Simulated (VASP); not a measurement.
# KF (Fm-3m) in VASP: a series of runs

KF is run at these levels: PBE; tasks: single point, relaxation of cell and atoms.

Everything below comes from runs of VASP 6.6.1. Logs are shortened: lines on timing, memory, paths and dates and some standing lists are left out, and cuts for length are marked.

**1. The cell of the first run**

It takes space group Fm-3m (No. 225, cubic). The conventional cell has a = 5.419 Å, b = 5.419 Å, c = 5.419 Å, α = 90.00°, β = 90.00°, γ = 90.00°. K (site symmetry m-3m) has 6 F at 2.71 Å within 3.6 Å. Within 3.6 Å of F (site symmetry m-3m) lie 6 K at 2.71 Å.

**2. Single point, PBE**

Input file INCAR:

```
SYSTEM = KF
ALGO = Normal
EDIFF = 1E-6
ENCUT = 600
GGA = PE
GGA_COMPAT = .FALSE.
ISIF = 2
ISMEAR = 0
LASPH = .TRUE.
LCHARG = .FALSE.
LREAL = .FALSE.
LWAVE = .FALSE.
NBANDS = 15
NELM = 120
PREC = Accurate
SIGMA = 0.02
```

Input file KPOINTS:

```
k-points
0
G
  8 8 8
  0 0 0
```

Input file POSCAR:

```
KF
1.0
    0.0000000000      2.7095942473      2.7095942473
    2.7095942473      0.0000000000      2.7095942473
    2.7095942473      2.7095942473      0.0000000000
K F
1 1
Direct
    0.0000000000      0.0000000000      0.0000000000
    0.5000000000      0.5000000000      0.5000000000
```

Potentials or basis: VASP PAW PBE potentials, release 64 (K_sv, F).

On the command line:

```sh
$ cat potpaw_PBE.64/K_sv/POTCAR potpaw_PBE.64/F/POTCAR > POTCAR
$ mpirun -np 1 vasp_std > vasp.out
```

OUTCAR:

```text
SYSTEM = KF
   EDIFF = 1E-6
   ENCUT = 600
   GGA = PE
   ISIF = 2
   ISMEAR = 0
   LASPH = .TRUE.
   LREAL = .FALSE.
   NELM = 120
   PREC = Accurate

 ion  position               nearest neighbor table
   1  0.000  0.000  0.000-   2 2.71   2 2.71   2 2.71   2 2.71   2 2.71   2 2.71
   2  0.500  0.500  0.500-   1 2.71   1 2.71   1 2.71   1 2.71   1 2.71   1 2.71

  LATTYP: Found a face centered cubic cell.
 ALAT       =     5.4191884946

  Lattice vectors:

 A1 = (   0.0000000000,   2.7095942473,   2.7095942473)
 A2 = (   2.7095942473,   0.0000000000,   2.7095942473)
 A3 = (   2.7095942473,   2.7095942473,   0.0000000000)

Analysis of symmetry for initial positions (statically):
=====================================================================
 Subroutine PRICEL returns:
 Original cell was already a primitive cell.

 Routine SETGRP: Setting up the symmetry group for a
 face centered cubic supercell.

 Subroutine GETGRP returns: Found 48 space group operations
 (whereof 48 operations were pure point group operations)
 out of a pool of 48 trial point group operations.

The static configuration has the point symmetry O_h .

Analysis of symmetry for dynamics (positions and initial velocities):
=====================================================================
 Subroutine PRICEL returns:
 Original cell was already a primitive cell.

 Routine SETGRP: Setting up the symmetry group for a
 face centered cubic supercell.

 Subroutine GETGRP returns: Found 48 space group operations
 (whereof 48 operations were pure point group operations)
 out of a pool of 48 trial point group operations.

The dynamic configuration has the point symmetry O_h .

 Subroutine INISYM returns: Found 48 space group operations
 (whereof 48 operations are pure point group operations),
 and found     1 'primitive' translations

----------------------------------------------------------------------------------------

                                     Primitive cell

  volume of cell :      39.7871

  direct lattice vectors                    reciprocal lattice vectors
     0.000000000  2.709594247  2.709594247    -0.184529474  0.184529474  0.184529474
     2.709594247  0.000000000  2.709594247     0.184529474 -0.184529474  0.184529474
     2.709594247  2.709594247  0.000000000     0.184529474  0.184529474 -0.184529474

  length of vectors
     3.831944933  3.831944933  3.831944933     0.319614424  0.319614424  0.319614424

  position of ions in fractional coordinates (direct lattice)
     0.000000000  0.000000000  0.000000000
     0.500000000  0.500000000  0.500000000

  ion indices of the primitive-cell ions
   primitive index   ion index
                 1           1
                 2           2

----------------------------------------------------------------------------------------

 KPOINTS: k-points

Automatic generation of k-mesh.
 Grid dimensions read from file:
 generate k-points for:    8    8    8

 Generating k-lattice:

  Cartesian coordinates                     Fractional coordinates (reciprocal lattice)
    -0.023066184  0.023066184  0.023066184     0.125000000  0.000000000  0.000000000
     0.023066184 -0.023066184  0.023066184     0.000000000  0.125000000  0.000000000
     0.023066184  0.023066184 -0.023066184     0.000000000  0.000000000  0.125000000

  Length of vectors
     0.039951803  0.039951803  0.039951803

  Shift w.r.t. Gamma in fractional coordinates (k-lattice)
     0.000000000  0.000000000  0.000000000

 Subroutine IBZKPT returns following result:
 ===========================================

 Found     29 irreducible k-points:

 Following reciprocal coordinates:
            Coordinates               Weight
  0.000000  0.000000  0.000000      1.000000
  0.125000  0.000000  0.000000      8.000000
  0.250000  0.000000  0.000000      8.000000
  0.375000  0.000000  0.000000      8.000000
  0.500000  0.000000  0.000000      4.000000
  0.125000  0.125000  0.000000      6.000000
[... 16 lines left out ...]
  0.500000  0.250000  0.125000     48.000000
 -0.375000  0.250000  0.125000     24.000000
 [... further k-points ...]
   k-points           NKPTS =     29   k-points in BZ     NKDIM =     29   number of bands    NBANDS=     15
   number of dos      NEDOS =    301   number of ions     NIONS =      2
   total plane-waves  NPLWV =  32768
   dimension x,y,z NGX =    32 NGY =   32 NGZ =   32
   dimension x,y,z NGXF=    64 NGYF=   64 NGZF=   64
   ions per type =               1   1
   NGX,Y,Z   is equivalent  to a cutoff of  13.88, 13.88, 13.88 a.u.
   NGXF,Y,Z  is equivalent  to a cutoff of  27.77, 27.77, 27.77 a.u.
 SYSTEM =  KF
   PREC   = accura    normal or accurate (medium, high low for compatibility)
   ISTART =      0    job   : 0-new  1-cont  2-samecut
   ICHARG =      2    charge: 1-file 2-atom 10-const
   ISPIN  =      1    spin polarized calculation?
   LNONCOLLINEAR =      F non collinear calculations
   LSORBIT =      F    spin-orbit coupling
   LASPH  =      T    aspherical Exc in radial PAW
   ENCUT  =  600.0 eV  44.10 Ry    6.64 a.u.   7.65  7.65  7.65*2*pi/ulx,y,z
   NELM   =    120;   NELMIN=  2; NELMDL= -5     # of ELM steps
   EDIFF  = 0.1E-05   stopping-criterion for ELM
   LREAL  =      F    real-space projection
   EDIFFG = 0.1E-04   stopping-criterion for IOM
   NSW    =      0    number of steps for IOM
   IBRION =     -1    ionic relax: 0-MD 1-quasi-New 2-CG
   NFREE  =      0    steps in history (QN), initial steepest desc. (CG)
   ISIF   =      2    stress and relaxation
   ISYM   =      2    0-nonsym 1-usesym 2-fastsym
   POTIM  = 0.5000    time-step for ionic-motion
   TEBEG  =    0.0;   TEEND  =   0.0 temperature during run
   PSTRESS=    0.0 pullay stress
   NELECT =      16.0000    total number of electrons
   NUPDOWN=      -1.0000    fix difference up-down
   EMIN   =  10.00;   EMAX   =-10.00  energy-range for DOS
   EFERMI =   0.00;   METHOD = LEGACY
   ISMEAR =     0;   SIGMA  =   0.02  broadening in eV -4-tet -1-fermi 0-gaus
   EFERMI_NEDOS =   21; number of points for ismear=-14 and -15
   IALGO  =     38    algorithm
   IMIX   =      4    mixing-type and parameters
     AMIX     =   0.40;   BMIX     =  1.00
     AMIX_MAG =   1.60;   BMIX_MAG =  1.00
  volume/ion in A,a.u.               =      19.89       134.25
  Fermi-wavevector in a.u.,A,eV,Ry     =   1.208372  2.283492 19.866714  1.460162
  Thomas-Fermi vector in A             =   2.343981
   LORBIT       =      0    0 simple, 1 ext, 2 COOP (PROOUT), +10 PAW based schemes
   GGA     = PE    functional components
   LHFCALC =     F    Hartree Fock is set to
   AEXX    =    0.0000 exact exchange contribution
   IVDW    =     0    specifies the selected vdW correction
   LEPSILON=     F    determine dielectric tensor
   LRPA    =     F    only Hartree local field effects (RPA)
 non-spin polarized calculation
 Gauss-broadening in eV      SIGMA  =   0.02
  energy-cutoff  :      600.00
  volume of cell :       39.79
 maximum number of plane-waves:      1363
   NGX = 15   NGY = 15   NGZ = 15

 number of electron      15.9999994 magnetization

 Free energy of the ion-electron system (eV)
  ---------------------------------------------------
  ext. energy  EPLUGINS =         0.00000000
  ---------------------------------------------------
  free energy    TOTEN  =        -8.30102906 eV

  energy without entropy =       -8.30102906  energy(sigma->0) =       -8.30102906

 E-fermi :  -2.8239     XC(G=0):  -8.2147

 val. band max:       -2.9148074269   @ k =   0.0000   0.0000   0.0000
 cond. band min:       3.0375004186   @ k =   0.0000   0.0000   0.0000
 fundamental gap:      5.9523078455
 Fermi energy:        -2.8238988006

 k-point     1 :       0.0000    0.0000    0.0000
  band No.  band energies     occupation
      1     -29.1700      2.00000
      2     -21.5492      2.00000
      3     -12.4494      2.00000
      4     -12.4494      2.00000
      5     -12.4494      2.00000
      6      -2.9148      2.00000
      7      -2.9148      2.00000
      8      -2.9148      2.00000
      9       3.0375      0.00000
     10       7.6473      0.00000
     11       7.6473      0.00000
     12       7.6473      0.00000
     13       9.2641      0.00000
     14       9.2641      0.00000
     15      13.7463      0.00000

 k-point     2 :       0.1250    0.0000    0.0000
  band No.  band energies     occupation
      1     -29.1587      2.00000
      2     -21.5590      2.00000
      3     -12.4867      2.00000
      4     -12.4545      2.00000
      5     -12.4545      2.00000
      6      -3.0464      2.00000
      7      -2.9621      2.00000
      8      -2.9621      2.00000
      9       3.4550      0.00000
     10       7.4011      0.00000
     11       7.8477      0.00000
     12       7.8477      0.00000
     13       9.3955      0.00000
     14       9.3955      0.00000
     15      14.4640      0.00000

 k-point     3 :       0.2500    0.0000    0.0000
  band No.  band energies     occupation
      1     -29.1314      2.00000
      2     -21.5827      2.00000
      3     -12.5760      2.00000
      4     -12.4667      2.00000
      5     -12.4667      2.00000
      6      -3.3264      2.00000
      7      -3.0744      2.00000
      8      -3.0744      2.00000
      9       4.5054      0.00000
     10       7.0447      0.00000
     11       8.3405      0.00000
     12       8.3405      0.00000
     13       9.8122      0.00000
     14       9.8122      0.00000
     15      15.3306      0.00000
[... 343 lines left out ...]
 k-point    23 :       0.5000    0.2500    0.1250
  band No.  band energies     occupation
      1     -29.0914      2.00000
      2     -21.5934      2.00000
      3     -12.6961      2.00000
      4     -12.6242      2.00000
      5     -12.5085      2.00000
      6      -3.4486      2.00000
      7      -3.1876      2.00000
      8      -3.0721      2.00000
      9       6.0849      0.00000
     10       6.5751      0.00000
     11       8.6164      0.00000
     12       9.4461      0.00000
     13      10.3299      0.00000
     14      11.2568      0.00000
     15      12.8500      0.00000

 k-point    24 :      -0.3750    0.2500    0.1250
  band No.  band energies     occupation
      1     -29.0826      2.00000
      2     -21.5971      2.00000
      3     -12.7348      2.00000
      4     -12.6383      2.00000
      5     -12.5160      2.00000
      6      -3.4548      2.00000
      7      -3.1739      2.00000
      8      -3.1587      2.00000
      9       6.3155      0.00000
     10       6.9711      0.00000
     11       8.5268      0.00000
     12       9.5828      0.00000
     13      10.7827      0.00000
     14      11.7706      0.00000
     15      11.9306      0.00000

 [... further k-points ...]

------------------------ aborting loop because EDIFF is reached ----------------------------------------

  FORCE on cell =-STRESS in cart. coord.  units (eV):
  Direction    XX          YY          ZZ          XY          YZ          ZX
  --------------------------------------------------------------------------------------
  -------------------------------------------------------------------------------------
  Total        0.0013885      0.0013885      0.0013885      0.0000000      0.0000000      0.0000000
  in kB        0.0559128      0.0559128      0.0559128      0.0000000      0.0000000      0.0000000
  external PRESSURE =       0.0559128 kB  Pullay stress =       0.0000000 kB

 VOLUME and BASIS-vectors are now :
 -----------------------------------------------------------------------------
  energy-cutoff  :      600.00
  volume of cell :       39.79
      direct lattice vectors                 reciprocal lattice vectors
     0.000000000  2.709594247  2.709594247    -0.184529474  0.184529474  0.184529474
     2.709594247  0.000000000  2.709594247     0.184529474 -0.184529474  0.184529474
     2.709594247  2.709594247  0.000000000     0.184529474  0.184529474 -0.184529474

 POSITION                                       TOTAL-FORCE (eV/Angst)
 -----------------------------------------------------------------------------------
      0.00000      0.00000      0.00000        -0.000000     -0.000000     -0.000000
      2.70959      2.70959      2.70959         0.000000      0.000000      0.000000
 -----------------------------------------------------------------------------------
    total drift:                                0.000000     -0.000000      0.000000

  FREE ENERGIE OF THE ION-ELECTRON SYSTEM (eV)
  ---------------------------------------------------
  free  energy   TOTEN  =        -8.3010290554 eV

  energy  without entropy=       -8.3010290554  energy(sigma->0) =       -8.30102906
```

Wall time 12 s (1 thread of AMD EPYC 9R45 (Zen 5), shared host); peak memory 0.15 GiB.

What came out:

| Quantity | Value |
| --- | --- |
| Free energy | -8.3010 eV |
| Pressure | 0.0 GPa |
| Band gap on the k mesh | 5.95 eV |

A k mesh can miss the band edges.

**3. Relaxation of cell and atoms, PBE**

This run uses another cell than the first one, of 19.11 Å³/atom.

Input file INCAR:

```
SYSTEM = KF
PREC = Accurate
ENCUT = 600
EDIFF = 1E-7
ISMEAR = 0
SIGMA = 0.02
LREAL = .FALSE.
LASPH = .TRUE.
NELM = 120
ALGO = Normal
ISIF = 3
LWAVE = .FALSE.
LCHARG = .FALSE.
GGA = PE
IBRION = 2
NSW = 100
EDIFFG = -0.005
GGA_COMPAT = .FALSE.
NELMIN = 4
```

Input file KPOINTS:

```
regular mesh
0
G
  8 8 8
  0 0 0
```

Input file POSCAR:

```
KF
1.0
    0.0000000000      2.6735000000      2.6735000000
    2.6735000000      0.0000000000      2.6735000000
    2.6735000000      2.6735000000      0.0000000000
K F
1 1
Direct
    0.0000000000      0.0000000000      0.0000000000
    0.5000000000      0.5000000000      0.5000000000
```

Potentials or basis: VASP PAW PBE potentials, release 64 (K_sv, F).

On the command line:

```sh
$ cat potpaw_PBE.64/K_sv/POTCAR potpaw_PBE.64/F/POTCAR > POTCAR
$ mpirun -np 1 vasp_std > vasp.out
```

Run time: 24 s. Hardware: 1 thread of AMD EPYC 9R45 (Zen 5), shared host; peak memory 0.15 GiB.

Results (log left out):

* Free energy: -8.2990 eV
* Relaxed volume: 19.92 Å³/atom
* Relaxed cell: a = 3.834 Å, b = 3.834 Å, c = 3.834 Å, α = 60.00°, β = 60.00°, γ = 60.00°
* Space group after relaxing (to 0.1 Å): Fm-3m (No. 225)
* Energy gained by relaxing: 3.2 meV/atom
* Ionic steps: 3
* Pressure after relaxing: 0.0 GPa
* Band gap on the k mesh: 5.95 eV

The path:
| step | energy change (eV) | largest force (eV/Å) | pressure (GPa) | volume (Å³) |
| --- | --- | --- | --- | --- |
| 1 | 0.0000 | 0.0000 | 1.32 | 38.22 |
| 2 | -0.0051 | 0.0000 | 0.56 | 39.09 |
| 3 | -0.0064 | 0.0000 | -0.01 | 39.84 |

Final structure:
```xyz
2
Lattice="0.0000 2.7107 2.7107 2.7107 0.0000 2.7107 2.7107 2.7107 0.0000" Properties=species:S:1:pos:R:3 pbc="T T T"
K     0.0000    0.0000    0.0000
F     2.7107    2.7107    2.7107
```

Levels at points of the mesh, in eV from the valence-band top:
```csv
k point,band 4,band 5,band 6,band 7,band 8,band 9,band 10,band 11,band 12
"(0.00, 0.00, 0.00)",-9.54,-9.54,0.00,0.00,0.00,5.95,10.56,10.56,10.56
"(0.50, 0.00, 0.00)",-9.57,-9.57,-0.75,-0.31,-0.31,8.89,10.29,11.87,11.87
"(0.50, 0.50, 0.00)",-9.72,-9.72,-0.23,-0.07,-0.07,8.16,10.06,11.47,13.38
```
